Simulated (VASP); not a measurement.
Ni, 1 atom in the cell. It takes space group Fm-3m (No. 225, cubic). The conventional cell has a = 3.519 Å, b = 3.519 Å, c = 3.519 Å, α = 90.00°, β = 90.00°, γ = 90.00°. Within 3.3 Å of Ni (site symmetry m-3m) lie 12 Ni at 2.49 Å. 

| Property | Result |
| --- | --- |
| Program | VASP 6.6.1 |
| Task | single point |
| Functional | PBE |
| Potentials or basis | VASP PAW PBE potentials, release 64 (Ni) |
| Cutoff | 520 eV |
| k mesh | 20 × 20 × 20 |
| Occupations | gaussian, width 0.1 eV |
| Spin | collinear spin, ferromagnetic start |
| Starting moments | [0.81] μB |
| Dipole correction | no |
| Further INCAR settings | ALGO = Normal; EDIFF = 1e-06; NBANDS = 15 |

Potentials or basis: VASP PAW PBE potentials, release 64 (Ni).

Launch:

```console
$ cat potpaw_PBE.64/Ni/POTCAR > POTCAR
$ mpirun -np 1 vasp_std > vasp.out
```

Hardware: 1 thread of Intel(R) Xeon(R) 6975P-C (Granite Rapids), on a shared host.

Q: How long does it take, and how much memory?

A: Run time: 41 s on 1 thread of Intel(R) Xeon(R) 6975P-C (Granite Rapids), with other jobs on the host, peak memory 0.17 GiB. Counts: scf iterations 12, k points 256.
